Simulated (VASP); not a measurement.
A run of VASP 6.6.1:

The input INCAR:

```
  ALGO = Normal
  EDIFF = 1E-6
  ENCUT = 520
  GGA = PS
  ISIF = 2
  ISMEAR = -1
  LASPH = T
  LCHARG = T
  LELF = T
  LREAL = F
  LVHAR = T
  LWAVE = F
  NBANDS = 38
  NELM = 100
  PREC = Accurate
  SIGMA = 0.1
```

Contents of KPOINTS:

```
k-points
0
Gamma
  10 10 3
```

The input POSCAR:

```
Rh
1.0
    2.7616911329      0.0000000000      0.0000000000
   -1.3808455664      2.3916946770      0.0000000000
    0.0000000000      0.0000000000      9.0266929797
Rh
4
Direct
    0.0000000000      0.0000000000      0.0000000000
    0.3333333333      0.6666666667      0.2500000000
    0.0000000000      0.0000000000      0.5000000000
    0.6666666667      0.3333333333      0.7500000000
```

Potentials or basis: VASP PAW PBE potentials, release 64 (Rh_pv).

Command:

```sh
$ cat potpaw_PBE.64/Rh_pv/POTCAR > POTCAR
$ mpirun -np 1 vasp_std > vasp.out
```

Hardware: 1 thread of AMD EPYC 7R13 Processor (Zen 3), with other jobs on the host.

Task: How long does it take, and how much memory?

Result: Run time: 65 s on 1 thread of AMD EPYC 7R13 Processor (Zen 3) (shared host), peak memory 0.18 GiB. Counts: scf iterations 13, k points 28.
